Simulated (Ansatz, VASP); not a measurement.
**Two plane-wave programs on Co**

```
Co
1.0
     2.50740    0.00000    0.00000
    -1.25370    2.17147    0.00000
     0.00000    0.00000    4.06990
Co
2
Direct
  0.33333 0.66667 0.25000
  0.66667 0.33333 0.75000
```

Alike in both runs: task relaxation of cell and atoms; functional LDA; k mesh 9 × 9 × 6; occupations gaussian, width 0.1 eV; collinear spin.

|  | VASP | Ansatz |
| --- | --- | --- |
| version | VASP 6.6.1 | Ansatz 0.2.0 |
| potentials or method | VASP PAW LDA potentials, release 64 (Co), cutoff 600 eV | scalar-relativistic, plane waves, PAW |
| valence electrons in the cell | 18 | 34 |

```tsv
	VASP	Ansatz	Ansatz less VASP
gap on the k mesh at the Fermi level, each at its own relaxed structure (eV)	none	none	-
net moment per atom (μB)	1.49	1.49	+0.007
size of the moment on the site where the two differ most (μB)	1.48	1.54	+0.060
relaxed volume (Å³/atom)	9.99	10.00	+0.010
relaxed cell length with the largest relative difference (Å)	3.917	3.920	+0.0028
```

LDA's correlation is that of Perdew and Zunger in VASP and of Perdew and Wang (1992) in Ansatz. Site moments also hang on the region over which each program counts them. A gap of «none» marks a metal or a gap that the smearing closes. VASP's potentials hold 18 valence electrons a cell and Ansatz's 34, so a difference there can come from the potentials and not from the codes.
